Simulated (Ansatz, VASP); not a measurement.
This is a calculation of Ga for Ansatz 0.2.0.

Contents of input.yaml:

```yaml
crystal:
  lattice:
    - [2.2463216903, -3.8047911717, 0.0]
    - [2.2463216903, 3.8047911717, 0.0]
    - [0.0, 0.0, 4.493636669]
  atoms:
    - { symbol: Ga, position: [0.3451, 0.6549, 0.419] }
    - { symbol: Ga, position: [0.1549, 0.8451, 0.919] }
    - { symbol: Ga, position: [0.6549, 0.3451, 0.581] }
    - { symbol: Ga, position: [0.8451, 0.1549, 0.081] }
kpoints:
  mp_grid: { grid: [7, 7, 6] }
scf:
  occupations: { method: fermi_dirac, width: 0.05 }
hamiltonian:
  xc: lda
  pseudopotentials: { kind: all_electron, lapw: { basis_error: 0.002 } }
output:
  forces: true
  stress: true
  eigenvalues: true
```

Potentials or basis: all-electron LAPW, scalar-relativistic.

Run with:

```console
$ ansatz run input.yaml --threads 2 --pin off --max-ram 8192MiB --backend cpu --events-out ev --progress --plain --runs-dir out
```

**Question.** Set up the same calculation for VASP 6.6.1. Potentials there: VASP PAW LDA potentials, release 64 (Ga_d).

**Answer.** As run (the cutoff follows the program's own potentials):

The input INCAR:

```
ALGO = Fast
EDIFF = 1E-6
ENCUT = 520
GGA = CA
ISIF = 2
ISMEAR = -1
LASPH = T
LCHARG = F
LREAL = F
LWAVE = F
NBANDS = 34
NELM = 100
PREC = Accurate
SIGMA = 0.05
```

File KPOINTS:

```
k-points
0
Gamma
  7 7 6
```

File POSCAR:

```
Ga
1.0
    2.2463216903     -3.8047911717      0.0000000000
    2.2463216903      3.8047911717      0.0000000000
    0.0000000000      0.0000000000      4.4936366690
Ga
4
Direct
    0.3451000000      0.6549000000      0.4190000000
    0.1549000000      0.8451000000      0.9190000000
    0.6549000000      0.3451000000      0.5810000000
    0.8451000000      0.1549000000      0.0810000000
```

Potentials or basis: VASP PAW LDA potentials, release 64 (Ga_d).

Command:

```sh
$ cat potpaw_LDA.64/Ga_d/POTCAR > POTCAR
$ mpirun -np 1 vasp_std > vasp.out
```

Both were run:

|  | VASP | Ansatz | Ansatz less VASP |
| --- | --- | --- | --- |
| gap on the k mesh at the Fermi level (eV) | none | none | - |
| pressure (GPa) | -2.5 | -2.7 | -0.11 |
| traceless stress, the component that is largest in VASP (GPa) | -0.86 | -0.81 | +0.047 |
| rms of the force components (eV/Å) | 0.082 | 0.081 | -0.0013 |

LDA's correlation is that of Perdew and Zunger in VASP and of Perdew and Wang (1992) in Ansatz. Atom by atom the forces differ by 0.002 eV/Å (rms over components). A gap of «none» marks a metal or a gap that the smearing closes. Ansatz ran all-electron here, and VASP with PAW potentials.
